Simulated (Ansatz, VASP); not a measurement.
ReS: VASP beside Ansatz

```
CELL_PARAMETERS angstrom
0.00000 2.61833 2.61833
5.23666 2.61833 2.61833
5.23666 5.23666 0.00000
ATOMIC_POSITIONS crystal
Re 0.00000 0.00000 0.00000
Re 0.00000 0.00000 0.50000
S 0.25000 0.25000 0.00000
S 0.25000 0.25000 0.50000
```

Alike in both runs: task single point; functional PBE; k mesh 12 × 12 × 6; occupations gaussian, width 0.05 eV; collinear spin.

|  | VASP | Ansatz |
| --- | --- | --- |
| version | VASP 6.6.1 | Ansatz 0.2.0 |
| potentials or method | VASP PAW PBE potentials, release 64 (Re, S), cutoff 520 eV | scalar-relativistic, plane waves, PAW |
| valence electrons in the cell | 26 | 42 |

VASP gave:

* gap on the k mesh at the Fermi level (eV): none
* pressure (GPa): 1.3
* net moment per atom (μB): 0.00

**Question.** What did Ansatz give for the same quantities?

**Answer.** gap on the k mesh at the Fermi level (eV): none; pressure (GPa): 0.0; net moment per atom (μB): 0.00.

A gap of «none» marks a metal or a gap that the smearing closes. With one functional, cell and mesh, what is left measures potentials, basis and numerics. VASP's potentials hold 26 valence electrons a cell and Ansatz's 42, so a difference there can come from the potentials and not from the codes. Ansatz's warnings: seeded moment not kept.

Neither program's run includes spin-orbit coupling.
